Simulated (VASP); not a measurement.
**V2BN: single point with PBE**

Crystal: V2BN.

```xyz
8
Lattice="0.0000 0.0000 -2.9355 0.0000 -3.7778 0.0000 -7.5555 0.0000 0.0000" Properties=species:S:1:pos:R:3 pbc="T T T"
V    -5.6667   -3.7778    0.0000
V    -1.8889   -3.7778    0.0000
V    -7.5555   -1.8889    0.0000
V    -3.7778   -1.8889    0.0000
B    -5.6667   -1.8889   -1.4678
B    -1.8889   -1.8889   -1.4678
N    -3.7778   -3.7778    0.0000
N     0.0000   -3.7778    0.0000
```

| Item | Value |
| --- | --- |
| Program | VASP 6.6.1 |
| Task | single point |
| Functional | PBE |
| Potentials or basis | VASP PAW PBE potentials, release 64 (V_sv, B, N) |
| Cutoff | 520 eV |
| k mesh | 8 × 6 × 4 |
| Occupations | gaussian, width 0.2 eV |
| Spin | no spin polarisation |
| Dipole correction | no |
| Further INCAR settings | ALGO = Normal; EDIFF = 1e-07; NBANDS = 44 |

The pressure is 0.6 GPa. The band gap on the k mesh is zero (bands 34 and 35 overlap by 0.67 eV).

Stress tensor (GPa, compression positive):
```
 1.16  0.00  0.00
 0.00  1.26  0.00
 0.00  0.00 -0.56
```

Levels at points of the mesh, in eV from the Fermi level:
```
           k point  band 31  band 32  band 33  band 34  band 35  band 36  band 37  band 38
(0.00, 0.00, 0.00)    -1.07    -0.67    -0.35     0.14     0.23     0.23     0.93     0.93
(0.50, 0.00, 0.00)    -2.01    -1.79    -0.55    -0.15     0.56     0.56     0.87     1.21
(0.00, 0.50, 0.00)    -1.44    -1.14    -0.48    -0.48    -0.36     0.14     0.92     0.93
(0.50, 0.50, 0.00)    -0.68    -0.55    -0.35    -0.35    -0.15     0.87     1.09     1.20
(0.00, 0.00, 0.50)    -1.48    -1.48     0.03     0.03     0.43     0.43     0.55     0.55
(0.50, 0.00, 0.50)    -0.75    -0.75    -0.31    -0.31     0.08     0.08     1.36     1.36
(0.00, 0.50, 0.50)    -1.02    -1.02    -0.75    -0.75    -0.21    -0.21     1.51     1.51
(0.50, 0.50, 0.50)    -0.70    -0.70     0.07     0.07     0.12     0.12     1.43     1.43
```

It took 93 s on 1 thread of Intel(R) Xeon(R) 6975P-C (Granite Rapids), with other jobs on the host, peak memory 0.3 GiB.

Caveat: the run has no spin polarisation, though such a crystal can be magnetic. With open d or f shells a metallic result of PBE can be an artefact of self-interaction; +U or a hybrid may open a gap.
